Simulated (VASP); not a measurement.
# Be8H (P-6m2) in VASP: notebook

Runs on Be8H. Level: PBE. Tasks: single point, relaxation of cell and atoms.

All numbers are computed with VASP 6.6.1; they aren't measurements. Logs are shortened: lines on timing, memory, paths and dates and some standing lists are left out, and cuts for length are marked.

## 1. The cell of the first run

Symmetry: P-6m2, No. 187, hexagonal system. The conventional cell has a = 4.697 Å, b = 4.697 Å, c = 3.561 Å, α = 90.00°, β = 90.00°, γ = 120.00°. Within 2.0 Å of Be (site symmetry mm2) lie 1 H at 1.48 Å. Be (site symmetry -6m2) has 12 Be at 2.23 to 2.35 Å and 3 H at 2.71 Å within 3.0 Å. Be (site symmetry -6m2) has 2 H at 1.78 Å and 12 Be at 2.32 to 2.35 Å within 2.4 Å. Within 3.0 Å of Be (site symmetry mm2) lie 12 Be at 2.21 to 2.36 Å and 4 H at 2.95 Å. Within 2.0 Å of H (site symmetry -6m2) lie 5 Be at 1.48 to 1.78 Å.

## 2. Single point, PBE

The input, INCAR:

```
  ALGO = Normal
  EDIFF = 1E-7
  ENCUT = 520
  GGA = PE
  ISIF = 2
  ISMEAR = 0
  LASPH = True
  LCHARG = False
  LREAL = False
  LWAVE = False
  NBANDS = 18
  NELM = 100
  PREC = Accurate
  SIGMA = 0.1
```

The input, KPOINTS:

```
k-points
0
Gamma
  6 6 8
```

The input, POSCAR:

```
Be8H
1.0
    4.6968143706      0.0000000000      0.0000000000
   -2.3484071853      4.0675605618      0.0000000000
    0.0000000000      0.0000000000      3.5609948152
Be H
8 1
Direct
    0.1513634109      0.3486365891      0.2500000000
    0.1513634109      0.8027268218      0.2500000000
    0.6972731782      0.3486365891      0.2500000000
    0.6666666667      0.8333333333      0.2500000000
    0.3333333333      0.1666666667      0.7500000000
    0.3354615174      0.6677307587      0.7500000000
    0.8322692413      0.1645384826      0.7500000000
    0.8322692413      0.6677307587      0.7500000000
    0.3333333333      0.1666666667      0.2500000000
```

Potentials or basis: VASP PAW PBE potentials, release 64 (Be, H).

Command:

```
> cat potpaw_PBE.64/Be/POTCAR potpaw_PBE.64/H/POTCAR > POTCAR
> mpirun -np 1 vasp_std > vasp.out
```

OUTCAR:

```text
EDIFF = 1E-7
   ENCUT = 520
   GGA = PE
   ISIF = 2
   ISMEAR = 0
   LASPH = True
   LREAL = False
   NELM = 100
   PREC = Accurate

 ion  position               nearest neighbor table
   1  0.151  0.349  0.250-   9 1.48   3 2.13   2 2.13   7 2.21   7 2.21   6 2.21   6 2.21   5 2.32
                             5 2.32   4 2.35   4 2.35
   2  0.151  0.803  0.250-   9 1.48   3 2.13   1 2.13   8 2.21   6 2.21   6 2.21   8 2.21   5 2.32
                             5 2.32   4 2.35   4 2.35
   3  0.697  0.349  0.250-   9 1.48   1 2.13   2 2.13   7 2.21   7 2.21   8 2.21   8 2.21   5 2.32
                             5 2.32   4 2.35   4 2.35
   4  0.667  0.833  0.250-   8 2.23   8 2.23   6 2.23   6 2.23   7 2.23   7 2.23   2 2.35   3 2.35
                             1 2.35   1 2.35   2 2.35   3 2.35
   5  0.333  0.167  0.750-   1 2.32   1 2.32   3 2.32   3 2.32   2 2.32   2 2.32   7 2.35   6 2.35
                             8 2.35   8 2.35   7 2.35   6 2.35
   6  0.335  0.668  0.750-   2 2.21   2 2.21   1 2.21   1 2.21   4 2.23   4 2.23   8 2.33   7 2.33
                             5 2.35   5 2.35   8 2.36   7 2.36
   7  0.832  0.165  0.750-   1 2.21   3 2.21   1 2.21   3 2.21   4 2.23   4 2.23   8 2.33   6 2.33
                             5 2.35   5 2.35   8 2.36   6 2.36
   8  0.832  0.668  0.750-   2 2.21   2 2.21   3 2.21   3 2.21   4 2.23   4 2.23   6 2.33   7 2.33
                             5 2.35   5 2.35   6 2.36   7 2.36
   9  0.333  0.167  0.250-   1 1.48   3 1.48   2 1.48

  LATTYP: Found a hexagonal cell.
 ALAT       =     4.6968143706
 C/A-ratio  =     0.7581723556

  Lattice vectors:

 A1 = (   4.6968143706,   0.0000000000,   0.0000000000)
 A2 = (  -2.3484071853,   4.0675605618,   0.0000000000)
 A3 = (   0.0000000000,   0.0000000000,   3.5609948152)

Analysis of symmetry for initial positions (statically):
=====================================================================
 Subroutine PRICEL returns:
 Original cell was already a primitive cell.

 Routine SETGRP: Setting up the symmetry group for a
 hexagonal supercell.

 Subroutine GETGRP returns: Found 12 space group operations
 (whereof  2 operations were pure point group operations)
 out of a pool of 24 trial point group operations.

The static configuration has the point symmetry C_1h.
 The point group associated with its full space group is D_3h.

Analysis of symmetry for dynamics (positions and initial velocities):
=====================================================================
 Subroutine PRICEL returns:
 Original cell was already a primitive cell.

 Routine SETGRP: Setting up the symmetry group for a
 hexagonal supercell.

 Subroutine GETGRP returns: Found 12 space group operations
 (whereof  2 operations were pure point group operations)
 out of a pool of 24 trial point group operations.

The dynamic configuration has the point symmetry C_1h.
 The point group associated with its full space group is D_3h.

 Subroutine INISYM returns: Found 12 space group operations
 (whereof  2 operations are pure point group operations),
 and found     1 'primitive' translations

----------------------------------------------------------------------------------------

                                     Primitive cell

  volume of cell :      68.0313

  direct lattice vectors                    reciprocal lattice vectors
     4.696814371  0.000000000  0.000000000     0.212910267  0.122923800  0.000000000
    -2.348407185  4.067560562  0.000000000     0.000000000  0.245847600  0.000000000
     0.000000000  0.000000000  3.560994815     0.000000000  0.000000000  0.280820403

  length of vectors
     4.696814371  4.696814371  3.560994815     0.245847600  0.245847600  0.280820403

  position of ions in fractional coordinates (direct lattice)
     0.151363411  0.348636589  0.250000000
     0.151363411  0.802726822  0.250000000
     0.697273178  0.348636589  0.250000000
     0.666666667  0.833333333  0.250000000
     0.333333333  0.166666667  0.750000000
     0.335461517  0.667730759  0.750000000
     0.832269241  0.164538483  0.750000000
     0.832269241  0.667730759  0.750000000
     0.333333333  0.166666667  0.250000000

  ion indices of the primitive-cell ions
   primitive index   ion index
                 1           1
                 2           2
                 3           3
                 4           4
                 5           5
                 6           6
                 7           7
                 8           8
                 9           9

----------------------------------------------------------------------------------------

 KPOINTS: k-points

Automatic generation of k-mesh.
 Grid dimensions read from file:
 generate k-points for:    6    6    8

 Generating k-lattice:

  Cartesian coordinates                     Fractional coordinates (reciprocal lattice)
     0.035485044  0.020487300  0.000000000     0.166666667  0.000000000  0.000000000
     0.000000000  0.040974600  0.000000000     0.000000000  0.166666667  0.000000000
     0.000000000  0.000000000  0.035102550     0.000000000  0.000000000  0.125000000

  Length of vectors
     0.040974600  0.040974600  0.035102550

  Shift w.r.t. Gamma in fractional coordinates (k-lattice)
     0.000000000  0.000000000  0.000000000

 Subroutine IBZKPT returns following result:
 ===========================================

 Found     35 irreducible k-points:

 Following reciprocal coordinates:
            Coordinates               Weight
  0.000000  0.000000  0.000000      1.000000
  0.166667  0.000000  0.000000      6.000000
  0.333333  0.000000  0.000000      6.000000
  0.500000 -0.000000  0.000000      3.000000
  0.166667  0.166667  0.000000      6.000000
  0.333333  0.166667  0.000000     12.000000
[... 16 lines left out ...]
  0.166667  0.000000  0.375000     12.000000
  0.333333  0.000000  0.375000     12.000000
 [... further k-points ...]
   k-points           NKPTS =     35   k-points in BZ     NKDIM =     35   number of bands    NBANDS=     18
   number of dos      NEDOS =    301   number of ions     NIONS =      9
   total plane-waves  NPLWV =  36288
   dimension x,y,z NGX =    36 NGY =   36 NGZ =   28
   dimension x,y,z NGXF=    72 NGYF=   72 NGZF=   56
   ions per type =               8   1
   NGX,Y,Z   is equivalent  to a cutoff of  12.74, 12.74, 13.07 a.u.
   NGXF,Y,Z  is equivalent  to a cutoff of  25.48, 25.48, 26.14 a.u.
 SYSTEM =  unknown system
   PREC   = accura    normal or accurate (medium, high low for compatibility)
   ISTART =      0    job   : 0-new  1-cont  2-samecut
   ICHARG =      2    charge: 1-file 2-atom 10-const
   ISPIN  =      1    spin polarized calculation?
   LNONCOLLINEAR =      F non collinear calculations
   LSORBIT =      F    spin-orbit coupling
   LASPH  =      T    aspherical Exc in radial PAW
   ENCUT  =  520.0 eV  38.22 Ry    6.18 a.u.   8.73  8.73  6.62*2*pi/ulx,y,z
   NELM   =    100;   NELMIN=  2; NELMDL= -5     # of ELM steps
   EDIFF  = 0.1E-06   stopping-criterion for ELM
   LREAL  =      F    real-space projection
   EDIFFG = 0.1E-05   stopping-criterion for IOM
   NSW    =      0    number of steps for IOM
   IBRION =     -1    ionic relax: 0-MD 1-quasi-New 2-CG
   NFREE  =      0    steps in history (QN), initial steepest desc. (CG)
   ISIF   =      2    stress and relaxation
   ISYM   =      2    0-nonsym 1-usesym 2-fastsym
   POTIM  = 0.5000    time-step for ionic-motion
   TEBEG  =    0.0;   TEEND  =   0.0 temperature during run
   PSTRESS=    0.0 pullay stress
   NELECT =      17.0000    total number of electrons
   NUPDOWN=      -1.0000    fix difference up-down
   EMIN   =  10.00;   EMAX   =-10.00  energy-range for DOS
   EFERMI =   0.00;   METHOD = LEGACY
   ISMEAR =     0;   SIGMA  =   0.10  broadening in eV -4-tet -1-fermi 0-gaus
   EFERMI_NEDOS =   21; number of points for ismear=-14 and -15
   IALGO  =     38    algorithm
   IMIX   =      4    mixing-type and parameters
     AMIX     =   0.40;   BMIX     =  1.00
     AMIX_MAG =   1.60;   BMIX_MAG =  1.00
  volume/ion in A,a.u.               =       7.56        51.01
  Fermi-wavevector in a.u.,A,eV,Ry     =   1.031149  1.948590 14.466651  1.063269
  Thomas-Fermi vector in A             =   2.165283
   LORBIT       =      0    0 simple, 1 ext, 2 COOP (PROOUT), +10 PAW based schemes
   GGA     = PE    functional components
   LHFCALC =     F    Hartree Fock is set to
   AEXX    =    0.0000 exact exchange contribution
   IVDW    =     0    specifies the selected vdW correction
   LEPSILON=     F    determine dielectric tensor
   LRPA    =     F    only Hartree local field effects (RPA)
 non-spin polarized calculation
 Gauss-broadening in eV      SIGMA  =   0.10
  energy-cutoff  :      520.00
  volume of cell :       68.03
 maximum number of plane-waves:      1844
 NGX is ok and might be reduce to    36
   NGX = 17   NGY = 17   NGZ = 13

 number of electron      17.0000002 magnetization

 Free energy of the ion-electron system (eV)
  ---------------------------------------------------
  ext. energy  EPLUGINS =         0.00000000
  ---------------------------------------------------
  free energy    TOTEN  =       -31.71580091 eV

  energy without entropy =      -31.70882644  energy(sigma->0) =      -31.71231367

 E-fermi :   7.2624     XC(G=0): -10.5074

 val. band max:        7.2573972324   @ k =   0.5000  -0.0000   0.1250
 cond. band min:       7.2658542478   @ k =   0.0000   0.0000   0.0000
 fundamental gap:      0.0084570154
 Fermi energy:         7.2623804679

 k-point     1 :       0.0000    0.0000    0.0000
  band No.  band energies     occupation
      1      -5.3662      2.00000
      2      -0.7408      2.00000
      3       1.7101      2.00000
      4       1.7101      2.00000
      5       2.3383      2.00000
      6       2.5930      2.00000
[... 10 lines left out ...]
     17      13.1868      0.00000
     18      13.1869      0.00000

 k-point     2 :       0.1667    0.0000    0.0000
  band No.  band energies     occupation
      1      -5.2142      2.00000
      2      -1.1817      2.00000
      3       0.7149      2.00000
      4       1.3191      2.00000
      5       2.8340      2.00000
      6       2.8686      2.00000
[... 10 lines left out ...]
     17      13.2796      0.00000
     18      13.4814      0.00000
[... 442 lines left out ...]
 k-point    24 :       0.3333    0.0000    0.3750
  band No.  band energies     occupation
      1      -3.9532      2.00000
      2      -1.3966      2.00000
      3      -0.2081      2.00000
      4       0.9275      2.00000
      5       1.9542      2.00000
      6       2.0160      2.00000
[... 10 lines left out ...]
     17      14.1296      0.00000
     18      15.0933      0.00000

 [... further k-points ...]
[... 5 lines left out ...]
  --------------------------------------------------------------------------------------
  -------------------------------------------------------------------------------------
  Total        0.0735504      0.0735504      0.0033387     -0.0000000      0.0000000      0.0000000
  in kB        1.7321558      1.7321558      0.0786280     -0.0000000      0.0000000      0.0000000
  external PRESSURE =       1.1809799 kB  Pullay stress =       0.0000000 kB

 VOLUME and BASIS-vectors are now :
 -----------------------------------------------------------------------------
  energy-cutoff  :      520.00
  volume of cell :       68.03
      direct lattice vectors                 reciprocal lattice vectors
     4.696814371  0.000000000  0.000000000     0.212910267  0.122923800  0.000000000
    -2.348407185  4.067560562  0.000000000     0.000000000  0.245847600  0.000000000
     0.000000000  0.000000000  3.560994815     0.000000000  0.000000000  0.280820403

 POSITION                                       TOTAL-FORCE (eV/Angst)
 -----------------------------------------------------------------------------------
     -0.10781      1.41810      0.89025        -0.000009      0.000005     -0.000000
     -1.17420      3.26514      0.89025         0.000000     -0.000010     -0.000000
      2.45622      1.41810      0.89025         0.000009      0.000005      0.000000
      1.17420      3.38963      0.89025         0.000000     -0.000000     -0.000000
      1.17420      0.67793      2.67075         0.000000     -0.000000     -0.000000
      0.00750      2.71604      2.67075         0.003254      0.001878     -0.000000
      3.52261      0.66927      2.67075         0.000000     -0.003757     -0.000000
      2.34091      2.71604      2.67075        -0.003254      0.001878     -0.000000
      1.17420      0.67793      0.89025         0.000000     -0.000000     -0.000000
 -----------------------------------------------------------------------------------
    total drift:                                0.000000     -0.000000      0.000000

  FREE ENERGIE OF THE ION-ELECTRON SYSTEM (eV)
  ---------------------------------------------------
  free  energy   TOTEN  =       -31.7158009053 eV

  energy  without entropy=      -31.7088264433  energy(sigma->0) =      -31.71231367
```

Run time: 24 s. Hardware: 1 thread of Intel Xeon Platinum 8488C (Sapphire Rapids), shared host; peak memory 0.19 GiB.

What came out:

```
Free energy            : -31.7158 eV
Pressure               : 0.1 GPa
Largest force          : 0.004 eV/Å
Band gap on the k mesh : zero (an odd number of electrons rules out a gap without spin polarisation)
```

Forces on the atoms (eV/Å):
```
Be   0.000  0.000  0.000
Be   0.000  0.000  0.000
Be   0.000  0.000  0.000
Be   0.000  0.000  0.000
Be   0.000  0.000  0.000
Be   0.003  0.002  0.000
Be   0.000 -0.004  0.000
Be  -0.003  0.002  0.000
H    0.000  0.000  0.000
```

Stress tensor (GPa, compression positive):
```
0.17 0.00 0.00
0.00 0.17 0.00
0.00 0.00 0.01
```

(Continued in part 2 of 2.)
